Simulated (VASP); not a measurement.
Here is a VASP 6.6.1 calculation.

The input POSCAR:

```
HfSi7O16
1.0
   -5.1085000000      3.9789500000      2.4782500000
   10.2170000000     -7.9579000000      4.9565000000
    5.1085000000      3.9789500000     -2.4782500000
Hf Si O
1 7 16
Direct
    0.8897416123      0.3046346668      0.4645036438
    0.8084647251      0.7867479261      0.4515093011
    0.1833184398      0.2017440176      0.5386800366
    0.1353010343      0.7030778451      0.5466768709
    0.8996339543      0.4568073825      0.7717866854
    0.8610599225      0.9641765094      0.7524554946
    0.1179873147      0.0197530511      0.2380449969
    0.1073328874      0.5617180245      0.2376194170
    0.8290658024      0.3913955719      0.2526320189
    0.8356803197      0.8434863879      0.2358236757
    0.5317976806      0.2946288054      0.7202132946
    0.4980079392      0.8224132699      0.7272209004
    0.9275116112      0.0919507158      0.6464926835
    0.8967981692      0.5425374622      0.5984965137
    0.4646901020      0.0985458111      0.3883997283
    0.4399489746      0.6261257169      0.3977319067
    1.0663743092      0.4209494761      0.7451042246
    0.9472489277      0.9113716475      0.6363238770
    0.0750507267      0.1052950258      0.3258995563
    0.1120939032      0.6721218956      0.3130198386
    0.1830540190      0.3150457801      0.4638857977
    0.0297476345      0.7730835054      0.5468761790
    0.0973224596      0.0365544403      0.0010369015
    0.0844475306      0.5666750651     -0.0004335428
```

File INCAR.step1:

```
PREC     = Accurate       # precision mode
ENCUT    = 580            # plane-wave cutoff, eV
ISMEAR   = -1             # smearing method
SIGMA    = 0.01           # smearing width, eV
LREAL    = F              # projectors in reciprocal space
LASPH    = T              # aspherical terms in the spheres
NELM     = 120            # most SCF steps
NBANDS   = 85             # bands
GGA      = PE             # functional
ALGO     = Normal         # electronic algorithm
EDIFF    = 1E-5           # SCF threshold, eV
LWAVE    = T              # write WAVECAR
LCHARG   = F              # write CHGCAR
GGA_COMPAT= F
```

File INCAR.step2:

```
PREC     = Accurate       # precision mode
ENCUT    = 580            # plane-wave cutoff, eV
EDIFF    = 1E-7           # SCF threshold, eV
ISMEAR   = -1             # smearing method
SIGMA    = 0.01           # smearing width, eV
LREAL    = F              # projectors in reciprocal space
LASPH    = T              # aspherical terms in the spheres
NELM     = 120            # most SCF steps
ALGO     = Normal         # electronic algorithm
ISIF     = 2              # what is computed and relaxed
LWAVE    = F              # write WAVECAR
LCHARG   = F              # write CHGCAR
METAGGA  = R2SCAN         # meta-GGA
LMIXTAU  = T            
LEFG     = T            
NBANDS   = 85             # bands
ISTART   = 1            
GGA_COMPAT= F
```

The input KPOINTS:

```
regular mesh
0
Gamma
  4 2 3
```

Potentials or basis: VASP PAW PBE potentials, release 64 (Hf_pv, Si, O).

Command:

```sh
$ cat potpaw_PBE.64/Hf_pv/POTCAR potpaw_PBE.64/Si/POTCAR potpaw_PBE.64/O/POTCAR > POTCAR
$ cp INCAR.step1 INCAR
$ mpirun -np 1 vasp_std > vasp.out
$ cp INCAR.step2 INCAR
$ mpirun -np 1 vasp_std > vasp.out
```

Task: Estimate the band gap on the k mesh.

Result: 6.32 eV.

Task: Predict the pressure.

Result: 0.1 GPa.

Task: Predict the largest force.

Result: 0.531 eV/Å.

Stress tensor (GPa, compression positive):
```
 1.27 -0.63 -0.49
-0.63  0.31  0.00
-0.49  0.00 -1.17
```

Caveat: without QUAD_EFG the Cq values of the log hold for a quadrupole moment of 1 mb, not for the nuclei; the PAW data sets were made with another functional, which shifts forces and pressure a little; spin-orbit coupling is left out, which moves the levels of the heavy elements.
